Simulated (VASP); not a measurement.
AgCl, 2 atoms in the cell. The structure is trigonal, space group R-3m (No. 166). The conventional cell has a = 4.920 Å, b = 4.920 Å, c = 5.713 Å, α = 90.00°, β = 90.00°, γ = 120.00°. Within 3.8 Å of Ag (site symmetry -3m) lie 8 Cl at 2.86 to 3.00 Å and 6 Ag at 3.42 Å. Within 3.8 Å of Cl (site symmetry -3m) lie 8 Ag at 2.86 to 3.00 Å and 6 Cl at 3.42 Å. 

```yaml
Program: VASP 6.6.1
Task: single point
Functional: PBEsol
Potentials_or_basis: VASP PAW PBE potentials, release 64 (Ag, Cl)
Cutoff: 520 eV
k_mesh: 12 × 12 × 12
Occupations: gaussian, width 0.05 eV
Spin: no spin polarisation
Dipole_correction: no
Further_INCAR_settings: ALGO = Normal; EDIFF = 1e-06; NBANDS = 16
```

Potentials or basis: VASP PAW PBE potentials, release 64 (Ag, Cl).

Launch:

```console
$ cat potpaw_PBE.64/Ag/POTCAR potpaw_PBE.64/Cl/POTCAR > POTCAR
$ mpirun -np 1 vasp_std > vasp.out
```

Hardware: 1 thread of AMD EPYC 7R43 64-Core Processor (Zen 3), on a shared host.

How long does it take, and how much memory?

Wall time 93 s on 1 thread of AMD EPYC 7R43 64-Core Processor (Zen 3) (shared host), peak memory 0.21 GiB. Counts: scf iterations 12, k points 189.
